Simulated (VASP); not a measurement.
# Si (a cell with a defect) in VASP: single point with PBE

Aim: the single point of Si (a cell with a defect) with PBE.

All numbers are computed with VASP 6.6.1; they aren't measurements. Logs are shortened: lines on timing, memory, paths and dates and some standing lists are left out, and cuts for length are marked.

### 1 The cell of the first run

The cell holds a defect, 63 atoms: a = 10.860 Å, b = 10.860 Å, c = 10.860 Å, α = 90.00°, β = 90.00°, γ = 90.00°.

### 2 Single point, PBE, collinear spin

File INCAR:

```
  ALGO = Normal
  EDIFF = 1E-6
  ENCUT = 520
  GGA = PE
  ISIF = 2
  ISMEAR = 0
  ISPIN = 2
  LASPH = T
  LCHARG = T
  LELF = T
  LORBIT = 11
  LREAL = Auto
  LVHAR = T
  LWAVE = F
  MAGMOM = 0 0 0 0 0 0 0 0 0 0 0 0 0 0 0 0 0 0 0 0 0 0 0 0 0 0 0 0 0 0 0 0 0 0 0 0 1 0 0 0 0 0 0 0 0 0 0 0 0 0 0 0 0 0 0 0 0 0 0 0 0 0 0
  NBANDS = 167
  NELECT = 251.0
  NELM = 150
  PREC = Accurate
  SIGMA = 0.05
```

File KPOINTS:

```
k-points
0
Gamma
  1 1 1
```

File POSCAR:

```
Si
1.0
   10.8600000000      0.0000000000      0.0000000000
    0.0000000000     10.8600000000      0.0000000000
    0.0000000000      0.0000000000     10.8600000000
Si
63
Direct
    0.4990255897      0.0009634853      0.0006839867
    0.6253306526      0.1247042535      0.1251869294
    0.7499018753      0.2499152275     -0.0003954606
    0.8753855583      0.3744306455      0.1251911955
    0.7502510597     -0.0000884688      0.2505544661
    0.8762691790      0.1236738768      0.3749975709
   -0.0001619542     -0.0000844297     -0.0001936657
    0.1237555821      0.1225501335      0.1274029684
    0.2507334406      0.2486479669      0.0005464596
    0.3750539336      0.3742516314      0.1249503325
    0.5001974446      0.4997248792     -0.0001816223
    0.6255365258      0.6250046643      0.1248724224
    0.7512283505      0.7490458607      0.0004279026
    0.8774510303      0.8762092034      0.1277255253
    0.2475758584     -0.0047454345      0.2516510044
    0.3720602426      0.1222369434      0.3758334958
    0.4993567105      0.2485503653      0.2492199221
    0.6244204037      0.3756812504      0.3753452482
    0.7513376810      0.5006133228      0.2489002155
    0.8775139848      0.6278767441      0.3761917393
    0.4999523033     -0.0001497722      0.4996311266
    0.6247685903      0.1251282749      0.6248157901
    0.7502611147      0.2495246964      0.5002061729
    0.8748180933      0.3748582522      0.6248389646
    0.7500313304      0.0005309352      0.7495128470
    0.8747131285      0.1250149592      0.8748811927
   -0.0009407552      0.5008235999      0.0009012737
    0.1268647978      0.6266616295      0.1266578191
    0.2500894095      0.7498213802     -0.0011133955
    0.3734703516      0.8732924162      0.1261834882
    0.0001664468      0.2495343308      0.2506110885
    0.1247260182      0.3749489585      0.3749903850
    0.2500988781      0.4988761974      0.2497689741
    0.3733419616      0.6264470570      0.3730775646
    0.5007957934      0.7498403542      0.2496886987
    0.6249248764      0.8751282985      0.3748391195
    0.0021483076     -0.0025999181      0.4977216070
    0.1247787229      0.1236891566      0.6237931932
    0.2489933997      0.2493092689      0.4995826427
    0.3744664399      0.3742428697      0.6244521453
    0.4989395066      0.5006588191      0.5009300580
    0.6253817332      0.6252570418      0.6244592112
    0.7502553496      0.7508689752      0.4996618496
    0.8759700077      0.8750855303      0.6240414277
    0.2491464313     -0.0003054214      0.7495524774
    0.3745290366      0.1247019477      0.8744728719
    0.5001619658      0.2499820697      0.7499755014
    0.6249424673      0.3751834334      0.8749892927
    0.7500453360      0.4996648444      0.7497977901
    0.8753824037      0.6251609923      0.8745044568
    0.0044085078      0.7522517691      0.2521240362
   -0.0001206484      0.4998601034      0.4997497301
    0.1236918884      0.6275590407      0.6224242377
    0.2476274703      0.7519033663      0.4954519929
    0.3722669036      0.8760951161      0.6222798796
   -0.0005936847      0.2495950036      0.7496176596
    0.1245852513      0.3756758551      0.8755363848
    0.2509345727      0.5004501572      0.7485301772
    0.3750410986      0.6249515669      0.8742922822
    0.4993530289      0.7490751455      0.7485343700
    0.6242927453      0.8756314019      0.8754060219
    0.0001553705      0.7506345376      0.7496436515
    0.1247288003      0.8750350382      0.8749849056
```

Potentials or basis: VASP PAW PBE potentials, release 64 (Si).

Command:

```sh
$ cat potpaw_PBE.64/Si/POTCAR > POTCAR
$ mpirun -np 1 vasp_gam > vasp.out
```

OUTCAR:

```text
EDIFF = 1E-6
   ENCUT = 520
   GGA = PE
   ISIF = 2
   ISMEAR = 0
   ISPIN = 2
   LASPH = T
   LORBIT = 11
   LREAL = Auto
   NELECT = 251.0
   NELM = 150
   PREC = Accurate

 ion  position               nearest neighbor table
   1  0.499  0.001  0.001-  46 2.35   2 2.35  61 2.36  30 2.37
   2  0.625  0.125  0.125-  17 2.34   1 2.35   5 2.35   3 2.35
   3  0.750  0.250  1.000-  26 2.35  48 2.35   2 2.35   4 2.35
   4  0.875  0.374  0.125-  19 2.34  27 2.35  31 2.35   3 2.35
   5  0.750  1.000  0.251-  14 2.34   6 2.35  36 2.35   2 2.35
   6  0.876  0.124  0.375-  31 2.35   5 2.35  37 2.35  23 2.36
   7  1.000  1.000  1.000-  14 2.35   8 2.35  63 2.35  26 2.35
   8  0.124  0.123  0.127-  31 2.34   7 2.35  15 2.35   9 2.38
   9  0.251  0.249  0.001-  46 2.34  10 2.35  57 2.37   8 2.38
  10  0.375  0.374  0.125-  17 2.35   9 2.35  33 2.35  11 2.36
  11  0.500  0.500  1.000-  48 2.35  12 2.36  10 2.36  59 2.36
  12  0.626  0.625  0.125-  13 2.35  19 2.35  35 2.35  11 2.36
  13  0.751  0.749  0.000-  50 2.34  12 2.35  61 2.37  14 2.39
  14  0.877  0.876  0.128-   5 2.34   7 2.35  51 2.35  13 2.39
  15  0.248  0.995  0.252-  30 2.34   8 2.35  16 2.36
  16  0.372  0.122  0.376-  39 2.34  21 2.35  15 2.36  17 2.38
  17  0.499  0.249  0.249-   2 2.34  10 2.35  18 2.37  16 2.38
[... 32 lines left out ...]
  50  0.875  0.625  0.875-  13 2.34  27 2.35  62 2.35  49 2.35
  51  0.004  0.752  0.252-  28 2.34  14 2.35  20 2.35
  52  1.000  0.500  0.500-  20 2.35  53 2.35  32 2.35  24 2.35
  53  0.124  0.628  0.622-  62 2.34  52 2.35  54 2.35  58 2.39
  54  0.248  0.752  0.495-  34 2.34  53 2.35  55 2.36
  55  0.372  0.876  0.622-  45 2.35  21 2.35  54 2.36  60 2.38
  56  0.999  0.250  0.750-  26 2.35  24 2.35  38 2.36  57 2.36
  57  0.125  0.376  0.876-  27 2.36  56 2.36  58 2.37   9 2.37
  58  0.251  0.500  0.749-  40 2.34  59 2.35  57 2.37  53 2.39
  59  0.375  0.625  0.874-  60 2.35  58 2.35  29 2.35  11 2.36
  60  0.499  0.749  0.749-  42 2.34  59 2.35  61 2.37  55 2.38
  61  0.624  0.876  0.875-   1 2.36  25 2.36  60 2.37  13 2.37
  62  0.000  0.751  0.750-  53 2.34  44 2.35  63 2.35  50 2.35
  63  0.125  0.875  0.875-  62 2.35  29 2.35  45 2.35   7 2.35

  LATTYP: Found a simple cubic cell.
 ALAT       =    10.8600000000

  Lattice vectors:

 A1 = (  10.8600000000,   0.0000000000,   0.0000000000)
 A2 = (   0.0000000000,  10.8600000000,   0.0000000000)
 A3 = (   0.0000000000,   0.0000000000,  10.8600000000)

Analysis of symmetry for initial positions (statically):
=====================================================================
 Subroutine PRICEL returns:
 Original cell was already a primitive cell.

 Routine SETGRP: Setting up the symmetry group for a
 simple cubic supercell.

 Subroutine GETGRP returns: Found  1 space group operations
 (whereof  1 operations were pure point group operations)
 out of a pool of 48 trial point group operations.

The static configuration has the point symmetry C_1 .

Analysis of symmetry for dynamics (positions and initial velocities):
=====================================================================
 Subroutine PRICEL returns:
 Original cell was already a primitive cell.

 Routine SETGRP: Setting up the symmetry group for a
 simple cubic supercell.

 Subroutine GETGRP returns: Found  1 space group operations
 (whereof  1 operations were pure point group operations)
 out of a pool of 48 trial point group operations.

The dynamic configuration has the point symmetry C_1 .

Analysis of structural, dynamic, and magnetic symmetry:
=====================================================================
 Subroutine PRICEL returns:
 Original cell was already a primitive cell.

 Routine SETGRP: Setting up the symmetry group for a
 simple cubic supercell.

 Subroutine GETGRP returns: Found  1 space group operations
 (whereof  1 operations were pure point group operations)
 out of a pool of 48 trial point group operations.

The overall configuration has the point symmetry C_1 .

 Subroutine INISYM returns: Found  1 space group operations
 (whereof  1 operations are pure point group operations),
 and found     1 'primitive' translations

----------------------------------------------------------------------------------------

                                     Primitive cell
[... 192 lines left out ...]
   NSW    =      0    number of steps for IOM
   IBRION =     -1    ionic relax: 0-MD 1-quasi-New 2-CG
   NFREE  =      0    steps in history (QN), initial steepest desc. (CG)
   ISIF   =      2    stress and relaxation
   ISYM   =      2    0-nonsym 1-usesym 2-fastsym
   POTIM  = 0.5000    time-step for ionic-motion
   TEBEG  =    0.0;   TEEND  =   0.0 temperature during run
   PSTRESS=    0.0 pullay stress
   NELECT =     251.0000    total number of electrons
   NUPDOWN=      -1.0000    fix difference up-down
   EMIN   =  10.00;   EMAX   =-10.00  energy-range for DOS
   EFERMI =   0.00;   METHOD = LEGACY
   ISMEAR =     0;   SIGMA  =   0.05  broadening in eV -4-tet -1-fermi 0-gaus
   EFERMI_NEDOS =   21; number of points for ismear=-14 and -15
   IALGO  =     38    algorithm
   IMIX   =      4    mixing-type and parameters
     AMIX     =   0.40;   BMIX     =  1.00
     AMIX_MAG =   1.60;   BMIX_MAG =  1.00
  volume/ion in A,a.u.               =      20.33       137.20
  Fermi-wavevector in a.u.,A,eV,Ry     =   0.950903  1.796946 12.302614  0.904217
  Thomas-Fermi vector in A             =   2.079323
   LORBIT       =     11    0 simple, 1 ext, 2 COOP (PROOUT), +10 PAW based schemes
   GGA     = PE    functional components
   LHFCALC =     F    Hartree Fock is set to
   AEXX    =    0.0000 exact exchange contribution
   IVDW    =     0    specifies the selected vdW correction
   LEPSILON=     F    determine dielectric tensor
   LRPA    =     F    only Hartree local field effects (RPA)
 spin polarized calculation
 Gauss-broadening in eV      SIGMA  =   0.05
  energy-cutoff  :      520.00
  volume of cell :     1280.82
 maximum number of plane-waves:     17229
 NGX is ok and might be reduce to    84
   NGX = 41   NGY = 41   NGZ = 41

 number of electron     250.9999983 magnetization       0.9971093

 Free energy of the ion-electron system (eV)
  ---------------------------------------------------
  ext. energy  EPLUGINS =         0.00000000
  ---------------------------------------------------
  free energy    TOTEN  =      -338.24780316 eV

  energy without entropy =     -338.22313292  energy(sigma->0) =     -338.23546804

 E-fermi :   6.2216     XC(G=0):  -9.3170

 val. band max:        6.1958051622   @ k =   0.0000   0.0000   0.0000
 cond. band min:       6.2594589706   @ k =   0.0000   0.0000   0.0000
 fundamental gap:      0.0636538085
 Fermi energy:         6.2215556607

 spin component 1

 k-point     1 :       0.0000    0.0000    0.0000
  band No.  band energies     occupation
      1      -6.2087      1.00000
      2      -5.1590      1.00000
      3      -5.1584      1.00000
      4      -5.1540      1.00000
      5      -5.1521      1.00000
      6      -5.1520      1.00000
[... 129 lines left out ...]
    136       6.8734      0.00000
    137       6.9103      0.00000
 Fermi energy:         6.2215556607

 spin component 2

 k-point     1 :       0.0000    0.0000    0.0000
  band No.  band energies     occupation
      1      -6.1983      1.00000
      2      -5.1517      1.00000
      3      -5.1509      1.00000
      4      -5.1429      1.00000
      5      -5.1426      1.00000
      6      -5.1367      1.00000
[... 129 lines left out ...]
    136       6.8828      0.00000
    137       6.9278      0.00000
 [bands above 137 left out]

------------------------ aborting loop because EDIFF is reached ----------------------------------------

  FORCE on cell =-STRESS in cart. coord.  units (eV):
  Direction    XX          YY          ZZ          XY          YZ          ZX
  --------------------------------------------------------------------------------------
  -------------------------------------------------------------------------------------
  Total        6.9610860      6.8272013      7.0153903     -1.7479545      1.4960284     -2.0384106
  in kB        8.7075927      8.5401169      8.7755217     -2.1865088      1.8713755     -2.5498390
  external PRESSURE =       8.6744104 kB  Pullay stress =       0.0000000 kB

 VOLUME and BASIS-vectors are now :
 -----------------------------------------------------------------------------
  energy-cutoff  :      520.00
  volume of cell :     1280.82
      direct lattice vectors                 reciprocal lattice vectors
    10.860000000  0.000000000  0.000000000     0.092081031  0.000000000  0.000000000
     0.000000000 10.860000000  0.000000000     0.000000000  0.092081031  0.000000000
     0.000000000  0.000000000 10.860000000     0.000000000  0.000000000  0.092081031

 POSITION                                       TOTAL-FORCE (eV/Angst)
 -----------------------------------------------------------------------------------
      5.41942      0.01046      0.00743         0.000106      0.002422      0.004272
      6.79109      1.35429      1.35953        -0.019328      0.003069     -0.002634
      8.14393      2.71408     10.85571         0.002870      0.001274      0.001691
      9.50669      4.06632      1.35958        -0.010352      0.016638      0.003314
      8.14773     10.85904      2.72102        -0.001752     -0.010953      0.010957
      9.51628      1.34310      4.07247        -0.012956      0.009613      0.001342
[... 55 lines left out ...]
      0.00169      8.15189      8.14113         0.001833      0.002050      0.002720
      1.35455      9.50288      9.50234         0.009234      0.004379     -0.002035
 -----------------------------------------------------------------------------------
    total drift:                                0.006517     -0.018284     -0.014311

  FREE ENERGIE OF THE ION-ELECTRON SYSTEM (eV)
  ---------------------------------------------------
  free  energy   TOTEN  =      -338.2478031637 eV

  energy  without entropy=     -338.2231329233  energy(sigma->0) =     -338.23546804

 total charge

# of ion       s       p       d       tot
------------------------------------------
    1        0.744   0.942   0.000   1.686
    2        0.738   0.957   0.000   1.695
    3        0.739   0.953   0.000   1.693
    4        0.738   0.957   0.000   1.695
    5        0.738   0.960   0.000   1.698
    6        0.740   0.947   0.000   1.687
[... 55 lines left out ...]
   62        0.738   0.960   0.000   1.698
   63        0.737   0.962   0.000   1.698
--------------------------------------------------
tot         46.824  59.468   0.000 106.292

 magnetization (x)

# of ion       s       p       d       tot
------------------------------------------
    1        0.001   0.005   0.000   0.006
    2       -0.000   0.000   0.000   0.000
    3       -0.000   0.000   0.000   0.000
    4       -0.000   0.000   0.000   0.000
    5        0.000   0.000   0.000   0.000
    6        0.000   0.006   0.000   0.006
[... 55 lines left out ...]
   62        0.000   0.000   0.000   0.000
   63       -0.000  -0.001   0.000  -0.001
--------------------------------------------------
tot          0.072   0.300   0.000   0.372
```

Wall time 24 min (1 thread of Intel Xeon 8259CL, shared host); peak memory 1.4 GiB.

Results:

```yaml
Free_energy: -338.2478 eV
Largest_force: 0.024 eV/Å
Net_moment: 1.00 μB per cell
Site_moments: Si +0.01, +0.00, +0.04, -0.00, +0.14, +0.03 (each value once) μB
Valence_electrons_inside_the_program's_atomic_spheres: Si 1.69, 1.70, 1.68, 1.63, 1.65 (each value once)
```

Forces on the atoms (eV/Å):
```
Si   0.000  0.002  0.004
Si  -0.019  0.003 -0.003
Si   0.003  0.001  0.002
Si  -0.010  0.017  0.003
Si  -0.002 -0.011  0.011
Si  -0.013  0.010  0.001
Si   0.004 -0.002 -0.014
Si  -0.007 -0.003  0.000
Si   0.011  0.003 -0.006
Si   0.000 -0.010 -0.005
Si  -0.009  0.000 -0.010
Si   0.010  0.000  0.000
Si   0.005 -0.002  0.000
Si  -0.007  0.001 -0.016
Si  -0.002 -0.010  0.017
Si   0.000  0.006  0.003
Si  -0.003  0.002 -0.012
Si  -0.001  0.002  0.005
Si   0.005  0.004  0.003
Si  -0.007 -0.005 -0.010
Si   0.002  0.000  0.000
Si   0.013 -0.001  0.007
Si   0.004 -0.007  0.006
Si   0.004 -0.012  0.009
Si   0.009  0.004 -0.008
Si   0.004  0.005 -0.015
Si  -0.003  0.008  0.006
Si  -0.002  0.001 -0.006
Si   0.000 -0.004 -0.006
Si   0.001 -0.007  0.005
Si   0.010  0.002  0.009
Si   0.010 -0.001  0.000
Si   0.000 -0.006  0.002
Si   0.001  0.008  0.003
Si   0.009  0.002  0.003
Si  -0.002 -0.004  0.002
Si   0.011 -0.021 -0.006
Si  -0.009  0.005  0.005
Si   0.003  0.014 -0.011
Si   0.001  0.014  0.000
Si   0.002  0.012 -0.002
Si  -0.014  0.003  0.003
Si  -0.011 -0.004  0.004
Si  -0.006  0.005 -0.006
Si   0.003 -0.009  0.007
Si   0.001 -0.005  0.008
Si   0.005 -0.007 -0.011
Si  -0.011  0.000  0.003
Si  -0.001  0.002 -0.008
Si  -0.007  0.008  0.015
Si   0.014  0.001  0.011
Si   0.006 -0.014  0.006
Si  -0.001 -0.002  0.004
Si   0.002  0.009 -0.007
Si  -0.009  0.003  0.004
Si  -0.001  0.000 -0.003
Si  -0.011 -0.002 -0.004
Si  -0.002  0.007 -0.001
Si   0.000 -0.011 -0.011
Si   0.002 -0.011 -0.001
Si   0.003  0.000  0.009
Si   0.002  0.002  0.003
Si   0.009  0.004 -0.002
```

Levels at points of the mesh, in eV from the Fermi level:
Spin up:
| k point | band 123 | band 124 | band 125 | band 126 | band 127 | band 128 | band 129 | band 130 |
| --- | --- | --- | --- | --- | --- | --- | --- | --- |
| (0.00, 0.00, 0.00) | -0.85 | -0.82 | -0.82 | -0.03 | 0.04 | 0.05 | 0.25 | 0.25 |
Spin down:
```tsv
k point	band 121	band 122	band 123	band 124	band 125	band 126	band 127	band 128	band 129	band 130
(0.00, 0.00, 0.00)	-1.68	-1.68	-0.79	-0.79	-0.77	0.11	0.12	0.21	0.26	0.26
```

Caveat: the k points lie up to 0.58 Å⁻¹ apart; the cell carries a net charge on a neutralising background, which shifts energy and pressure; the cell is charged against a uniform background, so pressure and absolute levels hang on convention.
